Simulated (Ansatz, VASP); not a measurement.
# Two plane-wave programs on ZrF

```xyz
2
Lattice="3.1242 0.0000 0.0000 0.0000 3.1242 0.0000 0.0000 0.0000 3.1242" Properties=species:S:1:pos:R:3 pbc="T T T"
Zr    0.0000    0.0000    0.0000
F     1.5621    1.5621    1.5621
```

Change from the starting cell: species swapped into the YbZn type (Pm-3m, No. 221).

Alike in both runs: functional PBE; k mesh 18 × 18 × 18; occupations gaussian, width 0.1 eV; no spin polarisation.

Ansatz relaxed the structure, and its values are those at the end. VASP's run is a single point on that final structure, the one shown.

|  | VASP | Ansatz |
| --- | --- | --- |
| version | VASP 6.6.1 | Ansatz 0.2.0 |
| potentials or method | VASP PAW PBE potentials, release 64 (Zr_sv, F), cutoff 520 eV | scalar-relativistic, plane waves, PAW |
| valence electrons in the cell | 19 | 19 |

```tsv
	VASP	Ansatz	Ansatz less VASP
gap on the k mesh at the Fermi level (eV)	none	none	-
pressure (GPa)	-0.1	0.0	+0.13
```

A gap of «none» marks a metal or a gap that the smearing closes. The functional is the same, so the differences come from potentials, cutoffs and numerics.
